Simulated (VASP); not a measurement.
Write the native input for VASP 6.6.1 that does the following.

```yaml
Task: single point
Functional: PBE
Potentials_or_basis: VASP PAW PBE potentials, release 64 (Si, C)
Cutoff: 520 eV
k_mesh: 12 × 12 × 12
Occupations: gaussian, width 0.05 eV
Spin: no spin polarisation
Dipole_correction: no
Further_INCAR_settings: ALGO = Normal; EDIFF = 1e-06; NBANDS = 11
```

The structure of SiC lies in POSCAR:

```
SiC
1.0
    0.0000000000      2.1287340962      2.1287340962
    2.1287340962      0.0000000000      2.1287340962
    2.1061695147      2.1061695147      0.0225645814
Si C
1 1
Direct
    0.0000000000      0.0000000000      0.0000000000
    0.7500000000      0.7500000000      0.7500000000
```

One way to write it, as run:

INCAR

```
SYSTEM = SiC
PREC     = Accurate       ! precision mode
ENCUT    = 520            ! plane-wave cutoff, eV
EDIFF    = 1E-6           ! SCF threshold, eV
ISMEAR   = 0              ! smearing method
SIGMA    = 0.05           ! smearing width, eV
LREAL    = .FALSE.        ! projectors in reciprocal space
LASPH    = .TRUE.         ! aspherical terms in the spheres
NELM     = 80             ! most SCF steps
ALGO     = Normal         ! electronic algorithm
ISIF     = 2              ! what is computed and relaxed
LWAVE    = .FALSE.        ! write WAVECAR
LCHARG   = .FALSE.        ! write CHGCAR
GGA      = PE             ! functional
NBANDS   = 11             ! bands
```

KPOINTS

```
regular mesh
0
G
  12 12 12
  0 0 0
```

Potentials or basis: VASP PAW PBE potentials, release 64 (Si, C).

The run is started by

```sh
$ cat potpaw_PBE.64/Si/POTCAR potpaw_PBE.64/C/POTCAR > POTCAR
$ mpirun -np 1 vasp_std > vasp.out
```

Results of the run:

The pressure is 26.1 GPa. The largest force is 0.263 eV/Å and the band gap on the k mesh is 1.20 eV, indirect (least direct gap 4.52 eV).

Run time: 35 s on 1 thread of AMD EPYC 7R43 64-Core Processor (Zen 3), on a shared host, peak memory 0.12 GiB.
